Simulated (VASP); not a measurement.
A run of VASP 6.6.1 is set up as follows.

Contents of INCAR:

```
PREC     = Accurate       # precision mode
ENCUT    = 520            # plane-wave cutoff, eV
EDIFF    = 1E-7           # SCF threshold, eV
ISMEAR   = -1             # smearing method
SIGMA    = 0.05           # smearing width, eV
LREAL    = False          # projectors in reciprocal space
LASPH    = True           # aspherical terms in the spheres
NELM     = 80             # most SCF steps
ALGO     = Normal         # electronic algorithm
ISIF     = 2              # what is computed and relaxed
LWAVE    = False          # write WAVECAR
LCHARG   = False          # write CHGCAR
GGA      = PE             # functional
NBANDS   = 11             # bands
```

The input KPOINTS:

```
Automatic mesh
0
Gamma
  12 12 12
```

File POSCAR:

```
Sr
1.0
   -2.3790106022      2.3790106022      2.3790106022
    2.3790106022     -2.3790106022      2.3790106022
    2.3790106022      2.3790106022     -2.3790106022
Sr
1
Direct
    0.0000000000      0.0000000000      0.0000000000
```

Potentials or basis: VASP PAW PBE potentials, release 64 (Sr_sv).

Launch:

```console
$ cat potpaw_PBE.64/Sr_sv/POTCAR > POTCAR
$ mpirun -np 1 vasp_std > vasp.out
```

(1) Estimate the pressure.

(2) What does it give for the band gap on the k mesh?

Results:

(1) 0.0 GPa.

(2) zero (bands 5 and 6 overlap by 0.51 eV).
